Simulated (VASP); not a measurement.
Write the native input for VASP 6.6.1 that does the following.

```yaml
Task: single point
Functional: B3LYP
Potentials_or_basis: VASP PAW PBE potentials, release 64 (Sb, Ga_d)
Cutoff: 520 eV
k_mesh: 4 × 4 × 4
Occupations: fermi-dirac, width 0.05 eV
Spin: no spin polarisation
Dipole_correction: no
Grid_for_exact_exchange_PRECFOCK: Normal
Further_INCAR_settings: ALGO = Normal; EDIFF = 1e-07; NBANDS = 16
Share_of_exact_exchange: 0.2
```

Crystal: GaSb.

```
Sb Ga
1.0
     0.00000    3.01766    3.01766
     3.01766    0.00000    3.01766
     3.01766    3.01766    0.00000
Sb Ga
1 1
Cartesian
  4.5265 4.5265 4.5265
  0.0000 0.0000 0.0000
```

One way to write it, as run:

POSCAR

```
GaSb
1.0
    0.0000000000      3.0176570942      3.0176570942
    3.0176570942      0.0000000000      3.0176570942
    3.0176570942      3.0176570942      0.0000000000
Sb Ga
1 1
Direct
    0.7500000000      0.7500000000      0.7500000000
    0.0000000000      0.0000000000      0.0000000000
```

INCAR.step1

```
PREC = Accurate ; ENCUT = 520
EDIFF = 1E-5 ; ISMEAR = -1
SIGMA = 0.05 ; LREAL = F
LASPH = T ; NELM = 60
ALGO = Normal ; ISIF = 2
LWAVE = T ; LCHARG = F
GGA = PE ; NBANDS = 16
```

INCAR.step2

```
PREC = Accurate ; ENCUT = 520
EDIFF = 1E-7 ; ISMEAR = -1
SIGMA = 0.05 ; LREAL = F
LASPH = T ; NELM = 60
ALGO = Normal ; ISIF = 2
LWAVE = F ; LCHARG = F
GGA = B3 ; LHFCALC = T
AEXX = 0.2 ; AGGAX = 0.72
AGGAC = 0.81 ; ALDAC = 0.19
PRECFOCK = Normal ; ISTART = 1
NBANDS = 16
```

KPOINTS

```
Automatic mesh
0
Gamma
  4 4 4
```

Potentials or basis: VASP PAW PBE potentials, release 64 (Sb, Ga_d).

Launch:

```bash
$ cat potpaw_PBE.64/Sb/POTCAR potpaw_PBE.64/Ga_d/POTCAR > POTCAR
$ cp INCAR.step1 INCAR
$ mpirun -np 1 vasp_std > vasp.out
$ cp INCAR.step2 INCAR
$ mpirun -np 1 vasp_std > vasp.out
```

Results of the run:

The pressure is 5.8 GPa and the band gap on the k mesh is 1.43 eV.

Caveat: the k points lie up to 0.45 Å⁻¹ apart; the PAW data sets were made with another functional, which shifts forces and pressure a little; spin-orbit coupling is left out, which moves the levels of the heavy elements.

Run time: 5 min on 1 thread of Intel(R) Xeon(R) Platinum 8488C (Sapphire Rapids) (shared host), peak memory 0.19 GiB.
